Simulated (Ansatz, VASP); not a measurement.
**Two plane-wave programs on Be6Tl**

```xyz
7
Lattice="5.4596 -2.0809 0.0037 5.4596 2.0809 0.0037 -0.8897 0.0000 3.5491" Properties=species:S:1:pos:R:3 pbc="T T T"
Be    4.1054    0.0000    1.2359
Be    6.3913    0.0000    1.3542
Be    8.3728    0.0000    1.6753
Be    2.0044    0.0000    1.5175
Be    7.1481    1.0252    3.3307
Be    7.1481   -1.0252    3.3307
Tl   10.8490    0.0000    0.0104
```

Change from the starting cell: the structure that the rattled cell fell into.

Alike in both runs: functional PBE; k mesh 10 × 10 × 10; occupations gaussian, width 0.1 eV; no spin polarisation.

Ansatz relaxed the structure, and its values are those at the end. VASP's run is a single point on that final structure, the one shown.

```csv
,VASP,Ansatz
version,VASP 6.6.1,Ansatz 0.2.0
potentials or method,"VASP PAW PBE potentials, release 64 (Be, Tl_d), cutoff 520 eV","scalar-relativistic, plane waves, PAW"
valence electrons in the cell,25,25
```

VASP gave:

- gap on the k mesh at the Fermi level (eV): none
- pressure (GPa): 0.1
- rms of the force components (eV/Å): 0.004

Question: Estimate Ansatz's values.

Answer: gap on the k mesh at the Fermi level (eV): none; pressure (GPa): 0.0; rms of the force components (eV/Å): 0.001.

A gap of «none» marks a metal or a gap that the smearing closes.

Spin-orbit coupling is off throughout.
